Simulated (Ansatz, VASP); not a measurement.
## GaAs in VASP and in Ansatz

File INCAR:

```
PREC     = Accurate       # precision mode
ENCUT    = 600            # plane-wave cutoff, eV
EDIFF    = 1E-6           # SCF threshold, eV
ISMEAR   = 0              # smearing method
SIGMA    = 0.01           # smearing width, eV
LREAL    = F              # projectors in reciprocal space
LASPH    = T              # aspherical terms in the spheres
NELM     = 80             # most SCF steps
ALGO     = Normal         # electronic algorithm
ISIF     = 3              # what is computed and relaxed
LWAVE    = F              # write WAVECAR
LCHARG   = F              # write CHGCAR
GGA      = PE             # functional
IBRION   = 2              # ionic algorithm
NSW      = 80             # ionic steps
EDIFFG   = -0.015         # ionic threshold
```

Contents of KPOINTS:

```
regular mesh
0
Gamma
  6 6 6
```

File POSCAR:

```
GaAs
1.0
    5.7437080156      0.0000000000      0.0000000000
    0.0000000000     -5.7437080156      0.0000000000
    0.0000000000      0.0000000000     -5.7437080156
Ga As
4 4
Direct
    0.0000000000      0.0000000000      0.0000000000
    0.5000000000      0.5000000000      0.0000000000
    0.5000000000      0.0000000000      0.5000000000
    0.0000000000      0.5000000000      0.5000000000
    0.7500000000      0.7500000000      0.7500000000
    0.2500000000      0.2500000000      0.7500000000
    0.2500000000      0.7500000000      0.2500000000
    0.7500000000      0.2500000000      0.2500000000
```

Input for Ansatz:

```yaml
crystal:
  lattice:
    - [5.7437080156, 0.0, 0.0]
    - [0.0, -5.7437080156, 0.0]
    - [0.0, 0.0, -5.7437080156]
  atoms:
    - { symbol: Ga, position: [0.0, 0.0, 0.0] }
    - { symbol: Ga, position: [0.5, 0.5, 0.0] }
    - { symbol: Ga, position: [0.5, 0.0, 0.5] }
    - { symbol: Ga, position: [0.0, 0.5, 0.5] }
    - { symbol: As, position: [0.75, 0.75, 0.75] }
    - { symbol: As, position: [0.25, 0.25, 0.75] }
    - { symbol: As, position: [0.25, 0.75, 0.25] }
    - { symbol: As, position: [0.75, 0.25, 0.25] }
basis:
  ecutwfc: 420
kpoints:
  mp_grid: { grid: [6, 6, 6] }
hamiltonian:
  xc: pbe
scf:
  occupations: { method: gaussian, width: 0.01 }
output:
  forces: true
  stress: true
  eigenvalues: true
  write_density: true
  write_potential: true
  elf: true
  volumetric_format: npy
relax:
  adjacent_minimum: "off"
  f_tol: 0.015
  max_steps: 60
  cell: { stress_tol: 0.15 }
```

Alike in both runs: task relaxation of cell and atoms; functional PBE; k mesh 6 × 6 × 6; occupations gaussian, width 0.01 eV; no spin polarisation.

```csv
,VASP,Ansatz
version,VASP 6.6.1,Ansatz 0.2.0
potentials or method,"VASP PAW PBE potentials, release 64 (Ga_d, As), cutoff 600 eV","scalar-relativistic, plane waves, PAW"
valence electrons in the cell,72,112
```

```tsv
	VASP	Ansatz	Ansatz less VASP
gap on the k mesh at the Fermi level, each at its own relaxed structure (eV)	0.14	0.17	+0.029
relaxed volume (Å³/atom)	23.79	23.69	-0.102
relaxed length of the cell vector where the two differ most in proportion (Å)	5.752	5.744	-0.0083
```

VASP's potentials hold 72 valence electrons a cell and Ansatz's 112, so a difference there can come from the potentials and not from the codes.
